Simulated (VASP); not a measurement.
Input of a VASP 6.6.1 run:

File POSCAR:

```
KBr
1.0
    0.0000000000      3.3000000000      3.3000000000
    3.3000000000      0.0000000000      3.3000000000
    3.3000000000      3.3000000000      0.0000000000
Br K
1 1
Direct
    0.5000000000      0.5000000000      0.5000000000
    0.0000000000      0.0000000000      0.0000000000
```

File INCAR.step1:

```
PREC     = Accurate       # precision mode
ENCUT    = 440            # plane-wave cutoff, eV
EDIFF    = 1E-5           # SCF threshold, eV
ISMEAR   = 0              # smearing method
SIGMA    = 0.1            # smearing width, eV
LREAL    = False          # projectors in reciprocal space
LASPH    = True           # aspherical terms in the spheres
NELM     = 120            # most SCF steps
ALGO     = Normal         # electronic algorithm
ISIF     = 2              # what is computed and relaxed
LWAVE    = True           # write WAVECAR
NBANDS   = 15             # bands
GGA      = PE             # functional
GGA_COMPAT= False
```

The input INCAR.step2:

```
PREC     = Accurate       # precision mode
ENCUT    = 440            # plane-wave cutoff, eV
EDIFF    = 1E-6           # SCF threshold, eV
ISMEAR   = 0              # smearing method
SIGMA    = 0.1            # smearing width, eV
LREAL    = False          # projectors in reciprocal space
LASPH    = True           # aspherical terms in the spheres
NELM     = 120            # most SCF steps
ALGO     = Normal         # electronic algorithm
ISIF     = 2              # what is computed and relaxed
LWAVE    = False          # write WAVECAR
LCHARG   = True           # write CHGCAR
METAGGA  = R2SCAN         # meta-GGA
LHFCALC  = True           # exact exchange
AEXX     = 0.25           # exact-exchange fraction
LMIXTAU  = True         
PRECFOCK = Normal       
IVDW     = 12             # dispersion correction
VDW_S6   = 1.0          
VDW_S8   = 1.1846       
VDW_A1   = 0.4534       
VDW_A2   = 5.8972       
LELF     = True           # ELF
LVHAR    = True         
NBANDS   = 15             # bands
ISTART   = 1            
GGA_COMPAT= False
```

Contents of KPOINTS:

```
Automatic mesh
0
Gamma
  5 5 5
```

Potentials or basis: VASP PAW PBE potentials, release 64 (Br, K_sv).

Run with:

```bash
$ cat potpaw_PBE.64/Br/POTCAR potpaw_PBE.64/K_sv/POTCAR > POTCAR
$ cp INCAR.step1 INCAR
$ mpirun -np 1 vasp_std > vasp.out
$ cp INCAR.step2 INCAR
$ mpirun -np 1 vasp_std > vasp.out
```

(1) What does it give for the dispersion energy per atom?

(2) What does it give for the pressure?

(3) Estimate the band gap on the k mesh.

Results:

(1) -0.130 eV.

(2) -0.6 GPa.

(3) 6.66 eV.

Caveat: the PAW data sets were made with another functional, which shifts forces and pressure a little.
